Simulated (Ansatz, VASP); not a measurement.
# One calculation of MnZn, two programs

File INCAR:

```
PREC = Accurate
ENCUT = 520
EDIFF = 1E-6
ISMEAR = -1
SIGMA = 0.15
LREAL = F
LASPH = T
NELM = 150
ALGO = Normal
ISIF = 2
LWAVE = F
LCHARG = T
ISPIN = 2
MAGMOM = 2.8 0
LORBIT = 11
LMAXMIX = 4
GGA = CA
LELF = T
LVHAR = T
NBANDS = 24
```

File KPOINTS:

```
regular mesh
0
Gamma
  9 9 9
```

Contents of POSCAR:

```
MnZn
1.0
    3.0285084273      0.0000000000      0.0000000000
    0.0000000000      3.0285084273      0.0000000000
    0.0000000000      0.0000000000      3.0285084273
Mn Zn
1 1
Direct
    0.0000000000      0.0000000000      0.0000000000
    0.5000000000      0.5000000000      0.5000000000
```

Input for Ansatz:

```yaml
crystal:
  lattice:
    - [3.028508427277817, 0.0, 0.0]
    - [0.0, 3.028508427277817, 0.0]
    - [0.0, 0.0, 3.028508427277817]
  atoms:
    - { symbol: Mn, position: [0.0, 0.0, 0.0], spin: 2.8 }
    - { symbol: Zn, position: [0.5, 0.5, 0.5] }
kpoints:
  mp_grid:
    grid: [9, 9, 9]
hamiltonian:
  xc: lda
  pseudopotentials:
    kind: all_electron
    lapw: {}
magnetization:
  spin_polarized: true
scf:
  occupations:
    method: fermi_dirac
    width: 0.15
```

Alike in both runs: task single point; functional LDA; k mesh 9 × 9 × 9; occupations fermi-dirac, width 0.15 eV; collinear spin.

|  | VASP | Ansatz |
| --- | --- | --- |
| version | VASP 6.6.1 | Ansatz 0.2.0 |
| potentials or method | VASP PAW LDA potentials, release 64 (Mn_pv, Zn), cutoff 520 eV | all-electron (LAPW or listed datasets) |

Ansatz gave:

| Property | Result |
| --- | --- |
| net moment per atom (μB) | 1.47 |
| size of the moment on the site where the two differ most (μB) | 2.96 |

Estimate VASP's values.

net moment per atom (μB): 1.43; size of the moment on the site where the two differ most (μB): 2.83.

LDA's correlation is that of Perdew and Zunger in VASP and of Perdew and Wang (1992) in Ansatz. Site moments also hang on the region over which each program counts them. Ansatz ran all-electron here, and VASP with PAW potentials.
